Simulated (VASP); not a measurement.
## NbP: single point with PBEsol

The system is NbP.

```
Nb P
1.0
    -1.64951    1.64951    5.58454
     1.64951   -1.64951    5.58454
     1.64951    1.64951   -5.58454
Nb P
2 2
Direct
  0.25034 0.75034 0.50000
  0.50034 0.50034 0.00000
  0.83229 0.33229 0.50000
  0.08229 0.08229 0.00000
```

| Property | Result |
| --- | --- |
| Program | VASP 6.6.1 |
| Task | single point |
| Functional | PBEsol |
| Potentials or basis | VASP PAW PBE potentials, release 64 (Nb_sv, P) |
| Cutoff | 520 eV |
| k mesh | 11 × 11 × 11 |
| Occupations | fermi-dirac, width 0.05 eV |
| Spin | no spin polarisation |

```yaml
Pressure: 4.7 GPa
Band_gap_on_the_k_mesh: 0.05 eV (least direct gap 0.10 eV)
```

Levels at points of the mesh, in eV from the valence-band top:
```
           k point  band 15  band 16  band 17  band 18  band 19  band 20  band 21  band 22
(0.00, 0.00, 0.00)    -2.28    -1.77    -1.37    -1.37     0.84     1.72     2.91     3.37
```

It took 13 min on 1 thread of Intel Xeon 8259CL, with other jobs on the host, peak memory 0.43 GiB.

Caveat: the cell stands under pressure; semilocal functionals underestimate gaps, and a narrow one can read as zero; the PAW data sets were made with another functional, which shifts forces and pressure a little. A k mesh can miss the band edges.
